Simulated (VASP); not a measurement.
Wanted: the native input for a VASP 6.6.1 run.

```
Task                               : single point
Functional                         : HSE06
Potentials or basis                : VASP PAW PBE potentials, release 64 (Rh_pv)
Cutoff                             : 400 eV
k mesh                             : 6 × 6 × 6
Occupations                        : fermi-dirac, width 0.1 eV
Spin                               : no spin polarisation
Dipole correction                  : no
Grid for exact exchange (PRECFOCK) : Normal
Further INCAR settings             : ALGO = Normal; EDIFF = 1e-06; NBANDS = 14
Screening parameter                : 0.2079 1/Å
```

Crystal: Rh.

```
CELL_PARAMETERS angstrom
0.00000 1.88254 1.88254
1.88254 0.00000 1.88254
1.88254 1.88254 0.00000
ATOMIC_POSITIONS crystal
Rh 0.00000 0.00000 0.00000
```

These files were run (other wordings do the same):

POSCAR

```
Rh
1.0
    0.0000000000      1.8825361013      1.8825361013
    1.8825361013      0.0000000000      1.8825361013
    1.8825361013      1.8825361013      0.0000000000
Rh
1
Direct
    0.0000000000      0.0000000000      0.0000000000
```

INCAR.step1

```
SYSTEM = Rh
ALGO     = Normal         ! electronic algorithm
EDIFF    = 1E-5           ! SCF threshold, eV
ENCUT    = 400            ! plane-wave cutoff, eV
GGA      = PE             ! functional
GGA_COMPAT= .False.      
ISIF     = 2              ! what is computed and relaxed
ISMEAR   = -1             ! smearing method
LASPH    = .True.         ! aspherical terms in the spheres
LCHARG   = .False.        ! write CHGCAR
LREAL    = .False.        ! projectors in reciprocal space
LWAVE    = .True.         ! write WAVECAR
NBANDS   = 14             ! bands
NELM     = 120            ! most SCF steps
PREC     = Accurate       ! precision mode
SIGMA    = 0.1            ! smearing width, eV
```

INCAR.step2

```
SYSTEM = Rh
ALGO     = Normal         ! electronic algorithm
EDIFF    = 1E-6           ! SCF threshold, eV
ENCUT    = 400            ! plane-wave cutoff, eV
GGA      = PE             ! functional
GGA_COMPAT= .False.      
HFSCREEN = 0.2079         ! screening, 1/A
ISIF     = 2              ! what is computed and relaxed
ISMEAR   = -1             ! smearing method
ISTART   = 1            
LASPH    = .True.         ! aspherical terms in the spheres
LCHARG   = .False.        ! write CHGCAR
LHFCALC  = .True.         ! exact exchange
LREAL    = .False.        ! projectors in reciprocal space
LWAVE    = .False.        ! write WAVECAR
NBANDS   = 14             ! bands
NELM     = 120            ! most SCF steps
PREC     = Accurate       ! precision mode
PRECFOCK = Normal       
SIGMA    = 0.1            ! smearing width, eV
```

KPOINTS

```
k-points
0
Gamma
  6 6 6
  0 0 0
```

Potentials or basis: VASP PAW PBE potentials, release 64 (Rh_pv).

Run with:

```sh
$ cat potpaw_PBE.64/Rh_pv/POTCAR > POTCAR
$ cp INCAR.step1 INCAR
$ mpirun -np 1 vasp_std > vasp.out
$ cp INCAR.step2 INCAR
$ mpirun -np 1 vasp_std > vasp.out
```

Results of the run:

* Pressure: 4.4 GPa

Caveat: the k points lie up to 0.48 Å⁻¹ apart; the PAW data sets were made with another functional, which shifts forces and pressure a little.

Run time: 10 min on 1 thread of Intel(R) Xeon(R) Platinum 8488C (Sapphire Rapids) (shared host), peak memory 0.22 GiB.
